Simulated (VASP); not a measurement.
# BeS in VASP: notebook

BeS is run at these levels: PBE, r2SCAN, HSE06; tasks: single point.

Everything below comes from runs of VASP 6.6.1. Logs are shortened: lines on timing, memory, paths and dates and some standing lists are left out, and cuts for length are marked.

### 1 The cell of the first run

It takes space group I-4m2 (No. 119, tetragonal). Conventional cell: a = 3.366 Å, b = 3.366 Å, c = 4.869 Å, α = 90.00°, β = 90.00°, γ = 90.00°. Within 2.8 Å of Be (site symmetry -4m2) lie 4 S at 2.08 Å. Within 2.8 Å of S (site symmetry -4m2) lie 4 Be at 2.08 Å.

### 2 Single point, PBE (biaxial xy strain -2.2%)

INCAR reads:

```
SYSTEM = BeS
  ALGO = Normal
  EDIFF = 1E-7
  ENCUT = 520
  GGA = PE
  ISIF = 2
  ISMEAR = -1
  LASPH = .True.
  LCHARG = .True.
  LELF = .True.
  LREAL = .False.
  LVHAR = .True.
  LWAVE = .False.
  NBANDS = 11
  NELM = 80
  PREC = Accurate
  SIGMA = 0.02
```

KPOINTS reads:

```
k-points
0
Gamma
  10 10 10
  0 0 0
```

POSCAR reads:

```
BeS
1.0
    0.0000000000      2.3802646320      2.4343062304
    2.3802646320      0.0000000000      2.4343062304
    2.3802646320      2.3802646320      0.0000000000
Be S
1 1
Direct
    0.0000000000      0.0000000000      0.0000000000
    0.2500000000      0.2500000000      0.2500000000
```

Potentials or basis: VASP PAW PBE potentials, release 64 (Be, S).

The run is started by

```
> cat potpaw_PBE.64/Be/POTCAR potpaw_PBE.64/S/POTCAR > POTCAR
> mpirun -np 1 vasp_std > vasp.out
```

OUTCAR:

```text
SYSTEM = BeS
   EDIFF = 1E-7
   ENCUT = 520
   GGA = PE
   ISIF = 2
   ISMEAR = -1
   LASPH = .True.
   LREAL = .False.
   NELM = 80
   PREC = Accurate

 ion  position               nearest neighbor table
   1  0.000  0.000  0.000-   2 2.08   2 2.08   2 2.08   2 2.08
   2  0.250  0.250  0.250-   1 2.08   1 2.08   1 2.08   1 2.08

  LATTYP: Found a body centered tetragonal cell.
 ALAT       =     3.3662025246
 C/A-ratio  =     1.4463219088

  Lattice vectors:

 A1 = (  -2.3802646320,   0.0000000000,   2.4343062304)
 A2 = (   2.3802646320,   0.0000000000,   2.4343062304)
 A3 = (   0.0000000000,   2.3802646320,  -2.4343062304)

Analysis of symmetry for initial positions (statically):
=====================================================================
 Subroutine PRICEL returns:
 Original cell was already a primitive cell.

 Routine SETGRP: Setting up the symmetry group for a
 body centered tetragonal supercell.

 Subroutine GETGRP returns: Found  8 space group operations
 (whereof  8 operations were pure point group operations)
 out of a pool of 16 trial point group operations.

The static configuration has the point symmetry D_2d.

Analysis of symmetry for dynamics (positions and initial velocities):
=====================================================================
 Subroutine PRICEL returns:
 Original cell was already a primitive cell.

 Routine SETGRP: Setting up the symmetry group for a
 body centered tetragonal supercell.

 Subroutine GETGRP returns: Found  8 space group operations
 (whereof  8 operations were pure point group operations)
 out of a pool of 16 trial point group operations.

The dynamic configuration has the point symmetry D_2d.

 Subroutine INISYM returns: Found  8 space group operations
 (whereof  8 operations are pure point group operations),
 and found     1 'primitive' translations

----------------------------------------------------------------------------------------

                                     Primitive cell

  volume of cell :      27.5839

  direct lattice vectors                    reciprocal lattice vectors
     0.000000000  2.380264632  2.434306230    -0.210060677  0.210060677  0.205397330
     2.380264632  0.000000000  2.434306230     0.210060677 -0.210060677  0.205397330
     2.380264632  2.380264632  0.000000000     0.210060677  0.210060677 -0.205397330

  length of vectors
     3.404630162  3.404630162  3.366202525     0.361163452  0.361163452  0.361163452

  position of ions in fractional coordinates (direct lattice)
     0.000000000  0.000000000  0.000000000
     0.250000000  0.250000000  0.250000000

  ion indices of the primitive-cell ions
   primitive index   ion index
                 1           1
                 2           2

----------------------------------------------------------------------------------------

 KPOINTS: k-points

Automatic generation of k-mesh.
 Grid dimensions read from file:
 generate k-points for:   10   10   10

 Generating k-lattice:

  Cartesian coordinates                     Fractional coordinates (reciprocal lattice)
    -0.021006068  0.021006068  0.020539733     0.100000000  0.000000000  0.000000000
     0.021006068 -0.021006068  0.020539733     0.000000000  0.100000000  0.000000000
     0.021006068  0.021006068 -0.020539733    -0.000000000 -0.000000000  0.100000000

  Length of vectors
     0.036116345  0.036116345  0.036116345

  Shift w.r.t. Gamma in fractional coordinates (k-lattice)
     0.000000000  0.000000000  0.000000000

 Subroutine IBZKPT returns following result:
 ===========================================

 Found    102 irreducible k-points:

 Following reciprocal coordinates:
            Coordinates               Weight
  0.000000  0.000000  0.000000      1.000000
  0.100000  0.000000  0.000000      8.000000
  0.200000  0.000000  0.000000      8.000000
  0.300000  0.000000  0.000000      8.000000
  0.400000  0.000000  0.000000      8.000000
  0.500000 -0.000000  0.000000      4.000000
[... 16 lines left out ...]
  0.300000  0.300000  0.000000      2.000000
  0.400000  0.300000  0.000000      8.000000
 [... further k-points ...]
   k-points           NKPTS =    102   k-points in BZ     NKDIM =    102   number of bands    NBANDS=     11
   number of dos      NEDOS =    301   number of ions     NIONS =      2
   total plane-waves  NPLWV =  21952
   dimension x,y,z NGX =    28 NGY =   28 NGZ =   28
   dimension x,y,z NGXF=    56 NGYF=   56 NGZF=   56
   ions per type =               1   1
   NGX,Y,Z   is equivalent  to a cutoff of  13.67, 13.67, 13.83 a.u.
   NGXF,Y,Z  is equivalent  to a cutoff of  27.34, 27.34, 27.66 a.u.
 SYSTEM =  BeS
   PREC   = accura    normal or accurate (medium, high low for compatibility)
   ISTART =      0    job   : 0-new  1-cont  2-samecut
   ICHARG =      2    charge: 1-file 2-atom 10-const
   ISPIN  =      1    spin polarized calculation?
   LNONCOLLINEAR =      F non collinear calculations
   LSORBIT =      F    spin-orbit coupling
   LASPH  =      T    aspherical Exc in radial PAW
   ENCUT  =  520.0 eV  38.22 Ry    6.18 a.u.   6.33  6.33  6.26*2*pi/ulx,y,z
   NELM   =     80;   NELMIN=  2; NELMDL= -5     # of ELM steps
   EDIFF  = 0.1E-06   stopping-criterion for ELM
   LREAL  =      F    real-space projection
   EDIFFG = 0.1E-05   stopping-criterion for IOM
   NSW    =      0    number of steps for IOM
   IBRION =     -1    ionic relax: 0-MD 1-quasi-New 2-CG
   NFREE  =      0    steps in history (QN), initial steepest desc. (CG)
   ISIF   =      2    stress and relaxation
   ISYM   =      2    0-nonsym 1-usesym 2-fastsym
   POTIM  = 0.5000    time-step for ionic-motion
   TEBEG  =    0.0;   TEEND  =   0.0 temperature during run
   PSTRESS=    0.0 pullay stress
   NELECT =       8.0000    total number of electrons
   NUPDOWN=      -1.0000    fix difference up-down
   EMIN   =  10.00;   EMAX   =-10.00  energy-range for DOS
   EFERMI =   0.00;   METHOD = LEGACY
   ISMEAR =    -1;   SIGMA  =   0.02  broadening in eV -4-tet -1-fermi 0-gaus
   EFERMI_NEDOS =   21; number of points for ismear=-14 and -15
   IALGO  =     38    algorithm
   IMIX   =      4    mixing-type and parameters
     AMIX     =   0.40;   BMIX     =  1.00
     AMIX_MAG =   1.60;   BMIX_MAG =  1.00
  volume/ion in A,a.u.               =      13.79        93.07
  Fermi-wavevector in a.u.,A,eV,Ry     =   1.083643  2.047788 15.977081  1.174282
  Thomas-Fermi vector in A             =   2.219714
   LORBIT       =      0    0 simple, 1 ext, 2 COOP (PROOUT), +10 PAW based schemes
   GGA     = PE    functional components
   LHFCALC =     F    Hartree Fock is set to
   AEXX    =    0.0000 exact exchange contribution
   IVDW    =     0    specifies the selected vdW correction
   LEPSILON=     F    determine dielectric tensor
   LRPA    =     F    only Hartree local field effects (RPA)
 non-spin polarized calculation
  energy-cutoff  :      520.00
  volume of cell :       27.58
 maximum number of plane-waves:       756
 NGX is ok and might be reduce to    28
   NGX = 13   NGY = 13   NGZ = 13

 number of electron       8.0000001 magnetization

 Free energy of the ion-electron system (eV)
  ---------------------------------------------------
  ext. energy  EPLUGINS =         0.00000000
  ---------------------------------------------------
  free energy    TOTEN  =        -9.98891813 eV

  energy without entropy =       -9.98891813  energy(sigma->0) =       -9.98891813

 E-fermi :   5.0311     XC(G=0):  -9.8702

 val. band max:        4.5703731559   @ k =   0.0000   0.0000   0.0000
 cond. band min:       7.5009551160   @ k =   0.5000   0.0000   0.5000
 fundamental gap:      2.9305819601
 Fermi energy:         5.0311170566

 k-point     1 :       0.0000    0.0000    0.0000
  band No.  band energies     occupation
      1      -9.3947      2.00000
      2       4.4418      2.00000
      3       4.5704      2.00000
      4       4.5704      2.00000
      5      10.1746      0.00000
      6      10.1746      0.00000
      7      10.2042      0.00000
      8      10.6977      0.00000
      9      17.1392      0.00000
     10      17.6607      0.00000
     11      19.6621      0.00000

 k-point     2 :       0.1000    0.0000    0.0000
  band No.  band energies     occupation
      1      -9.2753      2.00000
      2       3.6736      2.00000
      3       4.3394      2.00000
      4       4.4384      2.00000
      5      10.1962      0.00000
      6      10.4272      0.00000
      7      10.4516      0.00000
      8      11.5400      0.00000
      9      16.6561      0.00000
     10      17.0971      0.00000
     11      19.5141      0.00000

 k-point     3 :       0.2000    0.0000    0.0000
  band No.  band energies     occupation
      1      -8.9335      2.00000
      2       1.9842      2.00000
      3       4.0003      2.00000
      4       4.1401      2.00000
      5      10.1815      0.00000
      6      10.9306      0.00000
      7      10.9489      0.00000
      8      13.2300      0.00000
      9      16.2408      0.00000
     10      16.5082      0.00000
     11      19.1285      0.00000

 k-point     4 :       0.3000    0.0000    0.0000
  band No.  band energies     occupation
      1      -8.4320      2.00000
      2       0.2951      2.00000
      3       3.6580      2.00000
      4       3.8369      2.00000
      5      10.1434      0.00000
      6      11.1499      0.00000
      7      11.2545      0.00000
      8      14.7748      0.00000
      9      16.8201      0.00000
     10      16.8666      0.00000
     11      18.9541      0.00000
[... 239 lines left out ...]
 k-point    22 :      -0.2000    0.2000    0.0000
  band No.  band energies     occupation
      1      -8.2496      2.00000
      2       0.5977      2.00000
      3       2.0201      2.00000
      4       3.9126      2.00000
      5      10.9722      0.00000
      6      11.6384      0.00000
      7      11.9304      0.00000
      8      13.4208      0.00000
      9      15.2500      0.00000
     10      19.3303      0.00000
     11      20.4308      0.00000

 k-point    23 :       0.3000    0.3000    0.0000
  band No.  band energies     occupation
      1      -8.1540      2.00000
      2       0.9181      2.00000
      3       2.5719      2.00000
      4       2.5719      2.00000
      5       8.6536      0.00000
      6      10.5553      0.00000
      7      14.3455      0.00000
      8      14.3455      0.00000
      9      16.9395      0.00000
     10      19.4550      0.00000
     11      22.1369      0.00000

 k-point    24 :       0.4000    0.3000    0.0000
  band No.  band energies     occupation
      1      -7.7642      2.00000
      2       0.1724      2.00000
      3       2.0252      2.00000
      4       2.3510      2.00000
      5       8.6548      0.00000
      6      10.4814      0.00000
      7      14.8290      0.00000
      8      14.9774      0.00000
      9      18.5103      0.00000
     10      20.1065      0.00000
     11      21.5409      0.00000

 [... further k-points ...]

------------------------ aborting loop because EDIFF is reached ----------------------------------------

  FORCE on cell =-STRESS in cart. coord.  units (eV):
  Direction    XX          YY          ZZ          XY          YZ          ZX
  --------------------------------------------------------------------------------------
  -------------------------------------------------------------------------------------
  Total        1.0021784      1.0021784      0.6032740      0.0000000      0.0000000      0.0000000
  in kB       58.2103098     58.2103098     35.0404373      0.0000000      0.0000000      0.0000000
  external PRESSURE =      50.4870189 kB  Pullay stress =       0.0000000 kB

 VOLUME and BASIS-vectors are now :
 -----------------------------------------------------------------------------
  energy-cutoff  :      520.00
  volume of cell :       27.58
      direct lattice vectors                 reciprocal lattice vectors
     0.000000000  2.380264632  2.434306230    -0.210060677  0.210060677  0.205397330
     2.380264632  0.000000000  2.434306230     0.210060677 -0.210060677  0.205397330
     2.380264632  2.380264632  0.000000000     0.210060677  0.210060677 -0.205397330

 POSITION                                       TOTAL-FORCE (eV/Angst)
 -----------------------------------------------------------------------------------
      0.00000      0.00000      0.00000         0.000000      0.000000     -0.000000
      1.19013      1.19013      1.21715        -0.000000     -0.000000      0.000000
 -----------------------------------------------------------------------------------
    total drift:                               -0.000000     -0.000000      0.000000

  FREE ENERGIE OF THE ION-ELECTRON SYSTEM (eV)
  ---------------------------------------------------
  free  energy   TOTEN  =        -9.9889181297 eV

  energy  without entropy=       -9.9889181297  energy(sigma->0) =       -9.98891813
```

Wall time 31 s (1 thread of Intel Xeon Platinum 8375C at 2.90GHz (Ice Lake), shared host); peak memory 0.16 GiB.

Results:

- Free energy: -9.9889 eV
- Pressure: 5.0 GPa
- Band gap on the k mesh: 2.93 eV, indirect (least direct gap 5.60 eV)

Stress tensor (GPa, compression positive):
```
5.82 0.00 0.00
0.00 5.82 0.00
0.00 0.00 3.50
```

Caveat: the cell differs from its parent crystal (biaxial xy strain -2.2%). A k mesh can miss the band edges.

### 3 Single point, r2SCAN (biaxial xy strain -2.2%)

POSCAR is that of step 2.

INCAR.step1 reads:

```
SYSTEM = BeS
PREC = Accurate
ENCUT = 520
ISMEAR = 0
SIGMA = 0.01
LREAL = .False.
LASPH = .True.
NELM = 80
NBANDS = 11
GGA = PE
ALGO = Normal
EDIFF = 1E-4
LWAVE = .True.
LCHARG = .False.
```

INCAR.step2 reads:

```
SYSTEM = BeS
PREC = Accurate
ENCUT = 520
EDIFF = 1E-6
ISMEAR = 0
SIGMA = 0.01
LREAL = .False.
LASPH = .True.
NELM = 80
ALGO = Normal
ISIF = 2
LWAVE = .False.
LCHARG = .False.
METAGGA = R2SCAN
LMIXTAU = .True.
NBANDS = 11
ISTART = 1
```

KPOINTS reads:

```
regular mesh
0
Gamma
  10 10 10
  0 0 0
```

Potentials or basis: VASP PAW PBE potentials, release 64 (Be, S).

The run is started by

```
> cat potpaw_PBE.64/Be/POTCAR potpaw_PBE.64/S/POTCAR > POTCAR
> cp INCAR.step1 INCAR
> mpirun -np 1 vasp_std > vasp.out
> cp INCAR.step2 INCAR
> mpirun -np 1 vasp_std > vasp.out
```

Run time: 1.9 min. Hardware: 1 thread of Intel Xeon Platinum 8375C at 2.90GHz (Ice Lake), shared host; peak memory 0.17 GiB.

Results (log left out):

```yaml
Free_energy: -14.7629 eV
Pressure: 5.1 GPa
Band_gap_on_the_k_mesh: 3.39 eV, indirect (least direct gap 6.19 eV)
```

Stress tensor (GPa, compression positive):
```
5.85 0.00 0.00
0.00 5.85 0.00
0.00 0.00 3.45
```

Levels at points of the mesh, in eV from the valence-band top:
| k point | band 1 | band 2 | band 3 | band 4 | band 5 | band 6 | band 7 | band 8 | band 9 |
| --- | --- | --- | --- | --- | --- | --- | --- | --- | --- |
| (0.00, 0.00, 0.00) | -14.58 | -0.13 | 0.00 | 0.00 | 6.19 | 6.19 | 6.21 | 6.95 | 13.16 |
| (0.50, 0.00, 0.00) | -12.80 | -6.23 | -1.27 | -1.04 | 6.13 | 7.02 | 7.19 | 12.19 | 15.72 |
| (0.50, 0.50, 0.00) | -12.28 | -5.52 | -2.75 | -2.75 | 3.58 | 5.45 | 14.09 | 14.09 | 17.00 |
| (0.50, 0.00, 0.50) | -12.16 | -5.36 | -2.97 | -2.92 | 3.39 | 5.24 | 13.96 | 14.16 | 17.14 |

Caveat: the cell differs from its parent crystal (biaxial xy strain -2.2%); the PAW data sets were made with another functional, which shifts forces and pressure a little. A k mesh can miss the band edges.

### 4 Single point, HSE06 (strain -1.6%)

POSCAR reads:

```
BeS
1.0
    0.0000000000      2.3951139000      2.3951139000
    2.3951139000      0.0000000000      2.3951139000
    2.3951139000      2.3951139000      0.0000000000
Be S
1 1
Direct
    0.0000000000      0.0000000000      0.0000000000
    0.2500000000      0.2500000000      0.2500000000
```

INCAR.step1 reads:

```
SYSTEM = BeS
PREC = Accurate
ENCUT = 520
EDIFF = 1E-5
ISMEAR = 0
SIGMA = 0.01
LREAL = .False.
LASPH = .True.
NELM = 60
ALGO = Normal
ISIF = 2
LWAVE = .True.
GGA = PE
NBANDS = 11
```

INCAR.step2 reads:

```
SYSTEM = BeS
PREC = Accurate
ENCUT = 520
EDIFF = 1E-6
ISMEAR = 0
SIGMA = 0.01
LREAL = .False.
LASPH = .True.
NELM = 60
ALGO = Normal
ISIF = 2
LWAVE = .False.
LCHARG = .True.
GGA = PE
LHFCALC = .True.
HFSCREEN = 0.2079
PRECFOCK = Normal
LELF = .True.
LVHAR = .True.
ISTART = 1
NBANDS = 11
```

KPOINTS reads:

```
Automatic mesh
0
Gamma
  6 6 6
  0 0 0
```

The run is started by

```
> cat potpaw_PBE.64/Be/POTCAR potpaw_PBE.64/S/POTCAR > POTCAR
> cp INCAR.step1 INCAR
> mpirun -np 1 vasp_std > vasp.out
> cp INCAR.step2 INCAR
> mpirun -np 1 vasp_std > vasp.out
```

Run time: 6.3 min. Hardware: 1 thread of Intel Xeon Platinum 8375C at 2.90GHz (Ice Lake), shared host; peak memory 0.26 GiB.

The run converged. Its results:

```
Free energy            : -11.3752 eV
Pressure               : 4.0 GPa
Band gap on the k mesh : 3.96 eV, indirect (least direct gap 6.85 eV)
```

Levels at points of the mesh, in eV from the valence-band top:
```csv
k point,band 1,band 2,band 3,band 4,band 5,band 6,band 7,band 8
"(0.00, 0.00, 0.00)",-15.36,0.00,0.00,0.00,6.85,6.85,6.85,7.40
"(0.50, 0.00, 0.00)",-13.47,-6.63,-1.18,-1.18,6.75,7.76,7.76,12.72
"(0.50, 0.50, 0.00)",-12.83,-5.76,-3.02,-3.02,3.96,5.92,14.84,14.84
```

Caveat: the cell differs from its parent crystal (strain -1.6%); the PAW data sets were made with another functional, which shifts forces and pressure a little.

### 5 Single point, HSE06 (biaxial xy strain -2.2%)

POSCAR reads:

```
BeS
1.0
    0.0000000000      2.3802646320      2.4343062304
    2.3802646320      0.0000000000      2.4343062304
    2.3802646320      2.3802646320      0.0000000000
Be S
1 1
Direct
    0.0000000000      0.0000000000      0.0000000000
    0.2500000000      0.2500000000      0.2500000000
```

INCAR.step1 reads:

```
PREC = Accurate
ENCUT = 520
EDIFF = 1E-5
ISMEAR = 0
SIGMA = 0.01
LREAL = False
LASPH = True
NELM = 100
ALGO = Normal
ISIF = 2
LWAVE = True
LCHARG = False
GGA = PE
NBANDS = 11
```

INCAR.step2 reads:

```
PREC = Accurate
ENCUT = 520
EDIFF = 1E-6
ISMEAR = 0
SIGMA = 0.01
LREAL = False
LASPH = True
NELM = 100
ALGO = Normal
ISIF = 2
LWAVE = False
LCHARG = False
GGA = PE
LHFCALC = True
HFSCREEN = 0.2079
PRECFOCK = Normal
ISTART = 1
NBANDS = 11
```

KPOINTS reads:

```
regular mesh
0
Gamma
  6 6 6
```

The run is started by

```
> cat potpaw_PBE.64/Be/POTCAR potpaw_PBE.64/S/POTCAR > POTCAR
> cp INCAR.step1 INCAR
> mpirun -np 1 vasp_std > vasp.out
> cp INCAR.step2 INCAR
> mpirun -np 1 vasp_std > vasp.out
```

Wall time 12 min (1 thread of Intel Xeon Platinum 8375C at 2.90GHz (Ice Lake), shared host); peak memory 0.25 GiB.

Results (log left out):

```
Free energy            : -11.3746 eV
Pressure               : 3.6 GPa
Band gap on the k mesh : 3.86 eV, indirect (least direct gap 6.80 eV)
```

Stress tensor (GPa, compression positive):
```
4.40 0.00 0.00
0.00 4.40 0.00
0.00 0.00 1.94
```

Levels at points of the mesh, in eV from the valence-band top:
| k point | band 1 | band 2 | band 3 | band 4 | band 5 | band 6 | band 7 | band 8 |
| --- | --- | --- | --- | --- | --- | --- | --- | --- |
| (0.00, 0.00, 0.00) | -15.38 | -0.13 | 0.00 | 0.00 | 6.80 | 6.80 | 6.83 | 7.32 |
| (0.50, 0.00, 0.00) | -13.50 | -6.64 | -1.33 | -1.10 | 6.64 | 7.65 | 7.83 | 12.67 |
| (0.50, 0.50, 0.00) | -12.94 | -5.89 | -2.92 | -2.92 | 4.05 | 6.03 | 14.76 | 14.76 |
| (0.50, 0.00, 0.50) | -12.82 | -5.72 | -3.14 | -3.09 | 3.86 | 5.81 | 14.66 | 14.80 |

Caveat: the cell differs from its parent crystal (biaxial xy strain -2.2%); the PAW data sets were made with another functional, which shifts forces and pressure a little. A k mesh can miss the band edges.

### 6 Overview

```tsv
level	cell	k mesh	smearing	grid for exact exchange (PRECFOCK)	screening parameter	gap on the mesh (eV)	pressure (GPa)
PBE	a = 3.405, b = 3.405, c = 3.366 Å, angles 60.4, 60.4, 59.3°, 2 atoms	10 × 10 × 10	fermi-dirac 0.02 eV	-	-	2.93	5.0
r2SCAN	a = 3.405, b = 3.405, c = 3.366 Å, angles 60.4, 60.4, 59.3°, 2 atoms	10 × 10 × 10	gaussian 0.01 eV	-	-	3.39	5.1
HSE06	a = 3.387 Å, angles 60.0°, 2 atoms	6 × 6 × 6	gaussian 0.01 eV	Normal	0.2079 1/Å	3.96	4.0
HSE06	a = 3.405, b = 3.405, c = 3.366 Å, angles 60.4, 60.4, 59.3°, 2 atoms	6 × 6 × 6	gaussian 0.01 eV	Normal	0.2079 1/Å	3.86	3.6
```

Alike in all rows: task single point; potentials or basis VASP PAW PBE potentials, release 64 (Be, S); no spin polarisation; cutoff (eV) 520.

Caveats: the PAW data sets were made with another functional, which shifts forces and pressure a little (some runs).

Total energies depend on the potentials used, so only differences within one code and one set of settings carry meaning.
